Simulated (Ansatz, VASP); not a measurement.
## WC: VASP beside Ansatz

```
CELL_PARAMETERS angstrom
2.92778 0.00000 0.00000
0.00000 2.92778 0.00000
0.00000 0.00000 5.20278
ATOMIC_POSITIONS crystal
W 0.00000 0.50000 0.31220
W 0.50000 0.00000 0.68780
C 0.00000 0.00000 0.00000
C 0.50000 0.50000 0.00000
```

Change from the starting cell: species swapped into the PbO type (P4/nmm, No. 129).

Alike in both runs: functional PBE; k mesh 5 × 5 × 4; occupations gaussian, width 0.2 eV; no spin polarisation.

Ansatz relaxed the structure, and its values are those at the end. VASP's run is a single point on that final structure, the one shown.

|  | VASP | Ansatz |
| --- | --- | --- |
| version | VASP 6.6.1 | Ansatz 0.2.0 |
| potentials or method | VASP PAW PBE potentials, release 64 (W_sv, C), cutoff 600 eV | scalar-relativistic, plane waves, PAW |
| valence electrons in the cell | 36 | 36 |

|  | VASP | Ansatz | Ansatz less VASP |
| --- | --- | --- | --- |
| gap on the k mesh at the Fermi level (eV) | none | none | - |
| pressure (GPa) | 0.8 | 0.2 | -0.60 |
| rms of the force components (eV/Å) | 0.012 | 0.004 | -0.0077 |

A gap of «none» marks a metal or a gap that the smearing closes.

The k mesh is coarse, so the values compare programs but aren't converged. Neither program's run includes spin-orbit coupling.
